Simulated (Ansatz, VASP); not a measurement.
# One calculation of Al2Cu, two programs

```
Al Cu
1.0
    -2.03034    2.03034    2.85109
     2.03034   -2.03034    2.85109
     2.03034    2.03034   -2.85109
Al Cu
2 1
Direct
  0.69750 0.09250 0.39500
  0.25000 0.75000 0.50000
  0.55250 0.65750 0.10500
```

Change from the starting cell: shortest bond scaled by 0.58, PAW files.

Alike in both runs: task electric field gradients; functional r2SCAN; k mesh 10 × 10 × 10; occupations fermi-dirac, width 0.05 eV; no spin polarisation.

|  | VASP | Ansatz |
| --- | --- | --- |
| version | VASP 6.6.1 | Ansatz 0.2.0 |
| potentials or method | VASP PAW PBE potentials, release 64 (Al, Cu) | PAW with Ansatz's default frozen-core files, scalar-relativistic |
| plane-wave cutoff (eV) | 520 | 500 |
| valence electrons in the cell | 17 | 25 |

```csv
,VASP,Ansatz,Ansatz less VASP
pressure (GPa),57.0,63.6,+6.64
"traceless stress, the component that is largest in VASP (GPa)",65.78,75.38,+9.601
rms of the force components (eV/Å),15.649,17.592,+1.9430
size of Vzz on the site where it differs most (V/Å²),86.1,211.3,+125.16
```

VASP's potentials were made for PBE, not for r2SCAN. Atom by atom the forces differ by 1.943 eV/Å (rms over components). The pressures are high and differ by over a tenth, so treat them with care. One of these differences is far larger than is usual between the two programs; its cause wasn't traced. With one functional, cell and mesh, what is left measures potentials, basis and numerics. VASP's potentials hold 17 valence electrons a cell and Ansatz's 25, so a difference there can come from the potentials and not from the codes.
